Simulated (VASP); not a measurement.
# Ru (I4/mmm) in VASP: further runs, part 2 of 2

VASP 6.6.1.

**4. Single point, PBEsol**

This run uses another cell than the first one, of the same volume but with other edges.

Input file INCAR:

```
ALGO = Fast
EDIFF = 1E-7
ENCUT = 520
GGA = PS
ISIF = 2
ISMEAR = 0
LASPH = T
LCHARG = F
LREAL = F
LWAVE = F
NBANDS = 13
NELM = 80
PREC = Accurate
SIGMA = 0.15
```

Input file KPOINTS:

```
k-points
0
Gamma
  24 24 24
```

Input file POSCAR:

```
Ru
1.0
    0.0000000000      1.7546385263      2.2810300843
    1.7546385263      0.0000000000      2.2810300843
    1.7546385263      1.7546385263      0.0000000000
Ru
1
Direct
    0.0000000000      0.0000000000      0.0000000000
```

Potentials or basis: VASP PAW PBE potentials, release 64 (Ru_pv).

The run is started by

```sh
$ cat potpaw_PBE.64/Ru_pv/POTCAR > POTCAR
$ mpirun -np 1 vasp_std > vasp.out
```

OUTCAR:

```text
EDIFF = 1E-7
   ENCUT = 520
   GGA = PS
   ISIF = 2
   ISMEAR = 0
   LASPH = T
   LREAL = F
   NELM = 80
   PREC = Accurate

 ion  position               nearest neighbor table
   1  0.000  0.000  0.000-

  LATTYP: Found a body centered tetragonal cell.
 ALAT       =     2.4814336010
 C/A-ratio  =     1.8384776312

  Lattice vectors:

 A1 = (  -1.7546385263,   0.0000000000,   2.2810300843)
 A2 = (   1.7546385263,   0.0000000000,   2.2810300843)
 A3 = (   0.0000000000,   1.7546385263,  -2.2810300843)

Analysis of symmetry for initial positions (statically):
=====================================================================
 Subroutine PRICEL returns:
 Original cell was already a primitive cell.

 Routine SETGRP: Setting up the symmetry group for a
 body centered tetragonal supercell.

 Subroutine GETGRP returns: Found 16 space group operations
 (whereof 16 operations were pure point group operations)
 out of a pool of 16 trial point group operations.

The static configuration has the point symmetry D_4h.

Analysis of symmetry for dynamics (positions and initial velocities):
=====================================================================
 Subroutine PRICEL returns:
 Original cell was already a primitive cell.
[... 162 lines left out ...]

 k-point     1 :       0.0000    0.0000    0.0000
  band No.  band energies     occupation
      1     -30.4201      2.00000
      2     -30.1653      2.00000
      3     -30.1653      2.00000
      4       4.2684      2.00000
      5       7.5671      2.00000
      6       9.5113      2.00000
      7      11.0685      2.00000
      8      11.0685      2.00000
      9      13.7117      0.00000
     10      22.6698      0.00000
     11      28.1264      0.00000
     12      28.1460      0.00000
     13      35.3758      0.00000
[... 354 lines left out ...]
  band No.  band energies     occupation
      1     -31.3541      2.00000
      2     -30.5722      2.00000
      3     -30.1299      2.00000
      4       6.2820      2.00000
      5       8.1330      2.00000
      6      11.0456      2.00000
      7      12.5364      0.00016
      8      13.2811      0.00000
      9      13.8303      0.00000
     10      22.5869      0.00000
     11      22.7858      0.00000
     12      25.6828      0.00000
     13      33.3280      0.00000

 [... further k-points ...]
[... 5 lines left out ...]
  --------------------------------------------------------------------------------------
  -------------------------------------------------------------------------------------
  Total        1.6639756      1.6639756     -3.8967335      0.0000000      0.0000000      0.0000000
  in kB      189.8109201    189.8109201   -444.5032721      0.0000000      0.0000000      0.0000000
  external PRESSURE =     -21.6271440 kB  Pullay stress =       0.0000000 kB

 VOLUME and BASIS-vectors are now :
 -----------------------------------------------------------------------------
  energy-cutoff  :      520.00
  volume of cell :       14.05
      direct lattice vectors                 reciprocal lattice vectors
     0.000000000  1.754638526  2.281030084    -0.284958977  0.284958977  0.219199213
     1.754638526  0.000000000  2.281030084     0.284958977 -0.284958977  0.219199213
     1.754638526  1.754638526  0.000000000     0.284958977  0.284958977 -0.219199213

 POSITION                                       TOTAL-FORCE (eV/Angst)
 -----------------------------------------------------------------------------------
      0.00000      0.00000      0.00000         0.000000     -0.000000      0.000000
 -----------------------------------------------------------------------------------
    total drift:                               -0.000000      0.000000     -0.000000

  FREE ENERGIE OF THE ION-ELECTRON SYSTEM (eV)
  ---------------------------------------------------
  free  energy   TOTEN  =        -9.5058497184 eV

  energy  without entropy=       -9.4919458533  energy(sigma->0) =       -9.49889779
```

OSZICAR:

```text
N       E                     dE             d eps       ncg     rms          rms(c)
DAV:   1     0.106267142439E+03    0.10627E+03   -0.84121E+03 27764   0.114E+03
DAV:   2    -0.893384958697E+01   -0.11520E+03   -0.11063E+03 29748   0.324E+02
DAV:   3    -0.101967745286E+02   -0.12629E+01   -0.12577E+01 31503   0.374E+01
DAV:   4    -0.102005002682E+02   -0.37257E-02   -0.37256E-02 29703   0.218E+00
DAV:   5    -0.102005248001E+02   -0.24532E-04   -0.24533E-04 31758   0.161E-01    0.134E+01
RMM:   6    -0.955077492767E+01    0.64975E+00   -0.99924E-01 27938   0.980E+00    0.393E+00
RMM:   7    -0.951003450003E+01    0.40740E-01   -0.90047E-02 28349   0.299E+00    0.107E+00
RMM:   8    -0.950608223829E+01    0.39523E-02   -0.10622E-02 29959   0.119E+00    0.104E-01
RMM:   9    -0.950583210547E+01    0.25013E-03   -0.12306E-03 32691   0.412E-01    0.316E-02
RMM:  10    -0.950585026549E+01   -0.18160E-04   -0.15224E-04 31820   0.164E-01    0.109E-02
RMM:  11    -0.950584938967E+01    0.87582E-06   -0.23693E-05 33080   0.633E-02    0.516E-03
RMM:  12    -0.950584986961E+01   -0.47994E-06   -0.46916E-06 31943   0.298E-02    0.267E-03
RMM:  13    -0.950584949671E+01    0.37290E-06   -0.15018E-06 31714   0.159E-02    0.783E-04
RMM:  14    -0.950584980096E+01   -0.30425E-06   -0.31182E-07 21079   0.744E-03    0.388E-04
RMM:  15    -0.950584967190E+01    0.12906E-06   -0.50570E-08 15587   0.282E-03    0.162E-04
RMM:  16    -0.950584971838E+01   -0.46476E-07   -0.96732E-09  9192   0.116E-03
   1 F= -.95058497E+01 E0= -.94988978E+01  d E =-.139039E-01
```

stdout:

```text
POSCAR found type information on POSCAR Ru
 POSCAR found :  1 types and       1 ions
 scaLAPACK will be used
 -----------------------------------------------------------------------------
|                                                                             |
|                                                                             |
|     You enforced a specific xc type in the INCAR file but a different       |
|     I HOPE YOU KNOW WHAT YOU ARE DOING!                                     |
|                                                                             |
 -----------------------------------------------------------------------------

 LDA part: xc-table for (Slater+PW92), standard interpolation
 POSCAR, INCAR and KPOINTS ok, starting setup
 FFT: planning ... GRIDC
 FFT: planning ... GRID_SOFT
 FFT: planning ... GRID
 WAVECAR not read
 entering main loop
WARNING in EDDRMM: call to ZHEGV failed, returncode =   8  4     13
```

Wall time 1.9 min (1 thread of Intel Xeon 6975P-C (Granite Rapids), shared host); peak memory 0.29 GiB.

Results:

| Property | Result |
| --- | --- |
| Free energy | -9.5058 eV |
| Pressure | -2.2 GPa |
| Band gap on the k mesh | zero (band 7 reaches 13.94 eV, above the bottom of band 8 at 10.99 eV) |

Stress tensor (GPa, compression positive):
```
 18.98   0.00   0.00
  0.00  18.98   0.00
  0.00   0.00 -44.45
```

Levels at points of the mesh, in eV from the Fermi level:
```tsv
k point	band 5	band 6	band 7	band 8	band 9	band 10
(0.00, 0.00, 0.00)	-4.57	-2.62	-1.07	-1.07	1.58	10.53
(0.50, 0.00, 0.00)	-3.96	-1.22	1.05	1.17	1.83	10.05
(0.50, 0.50, 0.00)	-5.85	0.29	1.81	1.81	2.08	8.65
(0.50, 0.00, 0.50)	-5.38	0.16	0.94	3.81	5.46	10.53
```

Caveat: the PAW data sets were made with another functional, which shifts forces and pressure a little.

**5. Single point, PBEsol**

This run uses another cell than the first one, of the same volume but with other edges.

Input file INCAR:

```
ALGO = Fast
EDIFF = 1E-6
ENCUT = 520
GGA = PS
ISIF = 2
ISMEAR = 0
LASPH = True
LCHARG = False
LREAL = False
LWAVE = False
NBANDS = 13
NELM = 100
PREC = Accurate
SIGMA = 0.15
```

KPOINTS is that of step 4.

Input file POSCAR:

```
Ru
1.0
    0.0000000000      1.9689718290      1.8114540827
    1.9689718290      0.0000000000      1.8114540827
    1.9689718290      1.9689718290      0.0000000000
Ru
1
Direct
    0.0000000000      0.0000000000      0.0000000000
```

Potentials or basis: VASP PAW PBE potentials, release 64 (Ru_pv).

The run is started by

```sh
$ cat potpaw_PBE.64/Ru_pv/POTCAR > POTCAR
$ mpirun -np 1 vasp_std > vasp.out
```

OUTCAR:

```text
EDIFF = 1E-6
   ENCUT = 520
   GGA = PS
   ISIF = 2
   ISMEAR = 0
   LASPH = True
   LREAL = False
   NELM = 100
   PREC = Accurate

 ion  position               nearest neighbor table
   1  0.000  0.000  0.000-

  LATTYP: Found a body centered tetragonal cell.
 ALAT       =     2.7845466645
 C/A-ratio  =     1.3010764774

  Lattice vectors:

 A1 = (   0.0000000000,  -1.9689718290,  -1.8114540827)
 A2 = (   0.0000000000,   1.9689718290,  -1.8114540827)
 A3 = (   1.9689718290,   0.0000000000,   1.8114540827)

Analysis of symmetry for initial positions (statically):
=====================================================================
 Subroutine PRICEL returns:
 Original cell was already a primitive cell.

 Routine SETGRP: Setting up the symmetry group for a
 body centered tetragonal supercell.

 Subroutine GETGRP returns: Found 16 space group operations
 (whereof 16 operations were pure point group operations)
 out of a pool of 16 trial point group operations.

The static configuration has the point symmetry D_4h.

Analysis of symmetry for dynamics (positions and initial velocities):
=====================================================================
 Subroutine PRICEL returns:
[... 162 lines left out ...]

 k-point     1 :       0.0000    0.0000    0.0000
  band No.  band energies     occupation
      1     -30.3592      2.00000
      2     -30.3592      2.00000
      3     -30.3506      2.00000
      4       4.2231      2.00000
      5       9.2845      2.00000
      6       9.2845      2.00000
      7      10.2011      2.00000
      8      11.2881      2.00000
      9      12.3724      0.00130
     10      22.4569      0.00000
     11      27.1734      0.00000
     12      31.6849      0.00000
     13      31.6849      0.00000
[... 354 lines left out ...]
  band No.  band energies     occupation
      1     -31.2937      2.00000
      2     -30.5475      2.00000
      3     -30.4333      2.00000
      4       6.2296      2.00000
      5       9.0314      2.00000
      6       9.9536      2.00000
      7      12.0119      1.14513
      8      13.8228      0.00000
      9      13.8860      0.00000
     10      22.1131      0.00000
     11      22.4836      0.00000
     12      26.8399      0.00000
     13      32.2650      0.00000

 [... further k-points ...]
[... 5 lines left out ...]
  --------------------------------------------------------------------------------------
  -------------------------------------------------------------------------------------
  Total       -1.8223053     -1.8223053     -0.0186954      0.0000000      0.0000000     -0.0000000
  in kB     -207.8717061   -207.8717061     -2.1325951      0.0000000      0.0000000     -0.0000000
  external PRESSURE =    -139.2920024 kB  Pullay stress =       0.0000000 kB

 VOLUME and BASIS-vectors are now :
 -----------------------------------------------------------------------------
  energy-cutoff  :      520.00
  volume of cell :       14.05
      direct lattice vectors                 reciprocal lattice vectors
     0.000000000  1.968971829  1.811454083    -0.253939641  0.253939641  0.276021349
     1.968971829  0.000000000  1.811454083     0.253939641 -0.253939641  0.276021349
     1.968971829  1.968971829  0.000000000     0.253939641  0.253939641 -0.276021349

 POSITION                                       TOTAL-FORCE (eV/Angst)
 -----------------------------------------------------------------------------------
      0.00000      0.00000      0.00000         0.000000      0.000000     -0.000000
 -----------------------------------------------------------------------------------
    total drift:                                0.000000     -0.000000      0.000000

  FREE ENERGIE OF THE ION-ELECTRON SYSTEM (eV)
  ---------------------------------------------------
  free  energy   TOTEN  =        -9.9766018178 eV

  energy  without entropy=       -9.9639060894  energy(sigma->0) =       -9.97025395
```

stdout:

```text
POSCAR found type information on POSCAR Ru
 POSCAR found :  1 types and       1 ions
 scaLAPACK will be used
 -----------------------------------------------------------------------------
|                                                                             |
|                                                                             |
|     You enforced a specific xc type in the INCAR file but a different       |
|     I HOPE YOU KNOW WHAT YOU ARE DOING!                                     |
|                                                                             |
 -----------------------------------------------------------------------------

 LDA part: xc-table for (Slater+PW92), standard interpolation
 POSCAR, INCAR and KPOINTS ok, starting setup
 FFT: planning ... GRIDC
 FFT: planning ... GRID_SOFT
 FFT: planning ... GRID
 WAVECAR not read
 entering main loop
```

Run time: 77 s. Hardware: 1 thread of Intel Xeon 6975P-C (Granite Rapids), shared host; peak memory 0.28 GiB.

Results:

* Free energy: -9.9766 eV
* Pressure: -13.9 GPa
* Band gap on the k mesh: zero (band 7 reaches 14.19 eV, above the bottom of band 8 at 10.60 eV)

Caveat: the PAW data sets were made with another functional, which shifts forces and pressure a little.

**6. Overview**

| cell | further INCAR settings | gap on the mesh (eV) | pressure (GPa) |
| --- | --- | --- | --- |
| a = 2.815, b = 2.815, c = 2.549 Å, angles 63.1, 63.1, 53.8°, 1 atom | ALGO = Fast; EDIFF = 1e-06; NBANDS = 13 | none | -9.2 |
| a = 2.638, b = 2.638, c = 2.942 Å, angles 56.1, 56.1, 67.8°, 1 atom | ALGO = Fast; EDIFF = 1e-06; NBANDS = 13 | none | -8.2 |
| a = 2.878, b = 2.878, c = 2.481 Å, angles 64.5, 64.5, 51.1°, 1 atom | ALGO = Fast; EDIFF = 1e-07; NBANDS = 13 | none | -2.2 |
| a = 2.675, b = 2.675, c = 2.785 Å, angles 58.6, 58.6, 62.7°, 1 atom | ALGO = Fast; EDIFF = 1e-06; NBANDS = 13 | none | -13.9 |

Alike in all rows: task single point; level PBEsol; potentials or basis VASP PAW PBE potentials, release 64 (Ru_pv); no spin polarisation; k mesh 24 × 24 × 24; cutoff (eV) 520; smearing gaussian 0.15 eV.

Caveats: the PAW data sets were made with another functional, which shifts forces and pressure a little.

Total energies depend on the potentials used, so only differences within one code and one set of settings carry meaning.
